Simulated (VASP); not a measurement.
Input of a VASP 6.6.1 run:

File INCAR:

```
  ALGO = Normal
  EDIFF = 1E-8
  ENCUT = 520
  GGA = PE
  ISIF = 2
  ISMEAR = -1
  LASPH = T
  LCHARG = F
  LEFG = T
  LREAL = F
  LWAVE = F
  NBANDS = 28
  NELM = 60
  PREC = Accurate
  SIGMA = 0.05
```

Contents of KPOINTS:

```
k-points
0
Gamma
  8 8 8
```

Contents of POSCAR:

```
BaTiO3
1.0
    4.0104855372      0.0000000000      0.0000000000
    0.0000000000      2.8558389582      2.8646469069
    0.0000000000     -2.8558389582      2.8646469069
Ba Ti O
1 1 3
Direct
    0.0000000000      0.0000000000      0.0000000000
    0.5000000000      0.5079000000      0.5079000000
    0.0000000000      0.4921000000      0.4921000000
    0.5000000000      0.5025100000      0.9937100000
    0.5000000000      0.9937100000      0.5025100000
```

Potentials or basis: VASP PAW PBE potentials, release 64 (Ba_sv, Ti_sv, O).

Run with:

```console
$ cat potpaw_PBE.64/Ba_sv/POTCAR potpaw_PBE.64/Ti_sv/POTCAR potpaw_PBE.64/O/POTCAR > POTCAR
$ mpirun -np 1 vasp_std > vasp.out
```

Question: Estimate the band gap on the k mesh.

Answer: 1.75 eV (least direct gap 1.95 eV).

Question: What does it give for the pressure?

Answer: 0.3 GPa.

Question: Predict the largest force.

Answer: 0.245 eV/Å.

Electric field gradients, principal values (V/Å²):
```
atom    least   middle  greatest (by size)
1 Ba    0.608    0.678              -1.286
2 Ti    2.706    2.991              -5.697
 3 O  -12.548  -13.399              25.947
 4 O  -12.551  -13.985              26.537
 5 O  -12.551  -13.985              26.537
```

Caveat: without QUAD_EFG the Cq values of the log hold for a quadrupole moment of 1 mb, not for the nuclei; spin-orbit coupling is left out, which moves the levels of the heavy elements. A k mesh can miss the band edges.
